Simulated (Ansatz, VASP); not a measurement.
S in VASP and in Ansatz

Contents of INCAR:

```
SYSTEM = S
PREC     = Accurate       ! precision mode
ENCUT    = 520            ! plane-wave cutoff, eV
EDIFF    = 1E-6           ! SCF threshold, eV
ISMEAR   = 0              ! smearing method
SIGMA    = 0.1            ! smearing width, eV
LREAL    = .False.        ! projectors in reciprocal space
LASPH    = .True.         ! aspherical terms in the spheres
NELM     = 80             ! most SCF steps
ALGO     = Normal         ! electronic algorithm
ISIF     = 2              ! what is computed and relaxed
LWAVE    = .False.        ! write WAVECAR
LCHARG   = .False.        ! write CHGCAR
GGA      = PS             ! functional
NBANDS   = 20             ! bands
```

The input KPOINTS:

```
Automatic mesh
0
Gamma
  6 6 12
  0 0 0
```

File POSCAR:

```
S
1.0
    6.0007375869      0.0000000000      0.0000000000
    0.0000000000      6.0007375869      0.0000000000
    0.0000000000      0.0000000000      2.9402652986
S
4
Direct
    0.8732902040      0.8689644224      0.5000000000
    0.1267097960      0.1310355776      0.5000000000
    0.3689644224      0.6267097960      0.0000000000
    0.6310355776      0.3732902040      0.0000000000
```

Input for Ansatz:

```yaml
crystal:
  lattice:
    - [6.0007375869, 0.0, 0.0]
    - [0.0, 6.0007375869, 0.0]
    - [0.0, 0.0, 2.9402652986]
  atoms:
    - { symbol: S, position: [0.873290204, 0.8689644224, 0.5] }
    - { symbol: S, position: [0.126709796, 0.1310355776, 0.5] }
    - { symbol: S, position: [0.3689644224, 0.626709796, 0.0] }
    - { symbol: S, position: [0.6310355776, 0.373290204, 0.0] }
basis:
  ecutwfc: 420
kpoints:
  mp_grid: { grid: [6, 6, 12] }
hamiltonian:
  xc: pbesol
scf:
  occupations: { method: gaussian, width: 0.1 }
output:
  forces: true
  stress: true
  eigenvalues: true
```

Alike in both runs: task single point; functional PBEsol; k mesh 6 × 6 × 12; occupations gaussian, width 0.1 eV; no spin polarisation.

```csv
,VASP,Ansatz
version,VASP 6.6.1,Ansatz 0.2.0
potentials or method,"VASP PAW PBE potentials, release 64 (S), cutoff 520 eV","scalar-relativistic, plane waves, PAW"
valence electrons in the cell,24,24
```

|  | VASP | Ansatz | Ansatz less VASP |
| --- | --- | --- | --- |
| gap on the k mesh at the Fermi level (eV) | none | none | - |
| pressure (GPa) | -11.8 | -11.6 | +0.13 |
| traceless stress, the component that is largest in VASP (GPa) | -0.21 | -0.28 | -0.067 |
| rms of the force components (eV/Å) | 1.672 | 1.646 | -0.0263 |

VASP's potentials were made for PBE, not for PBEsol. Atom by atom the forces differ by 0.026 eV/Å (rms over components). A gap of «none» marks a metal or a gap that the smearing closes. With one functional, cell and mesh, what is left measures potentials, basis and numerics.
